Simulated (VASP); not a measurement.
ZrSi6, 7 atoms in the cell. It takes space group Pm-3m (No. 221, cubic). The conventional cell has a = 5.002 Å, b = 5.002 Å, c = 5.002 Å, α = 90.00°, β = 90.00°, γ = 90.00°. Zr (site symmetry m-3m) has 48 Si at 3.74 to 5.19 Å and 6 Zr at 5.00 Å within 5.2 Å. Within 2.6 Å of Si (site symmetry 4mm) lie 6 Si at 1.83 to 2.59 Å. The cell was built from a structure type or drawn by symmetry, and may not be a known phase.

- Program: VASP 6.6.1
- Task: single point
- Functional: PBE
- Potentials or basis: VASP PAW PBE potentials, release 64 (Zr_sv, Si)
- Cutoff: 520 eV
- k mesh: 4 × 4 × 4
- Occupations: gaussian, width 0.1 eV
- Spin: no spin polarisation
- Dipole correction: no
- Further INCAR settings: ALGO = Normal; EDIFF = 1e-06; NBANDS = 27

Potentials or basis: VASP PAW PBE potentials, release 64 (Zr_sv, Si).

Launch:

```console
$ cat potpaw_PBE.64/Zr_sv/POTCAR potpaw_PBE.64/Si/POTCAR > POTCAR
$ mpirun -np 1 vasp_std > vasp.out
```

Hardware: 1 thread of Intel(R) Xeon(R) Platinum 8559C (Emerald Rapids), with other jobs on the host.

Question: How long does it take, and how much memory?

Answer: Run time: 30 s on 1 thread of Intel(R) Xeon(R) Platinum 8559C (Emerald Rapids), with other jobs on the host, peak memory 0.24 GiB. Counts: scf iterations 18, k points 10.
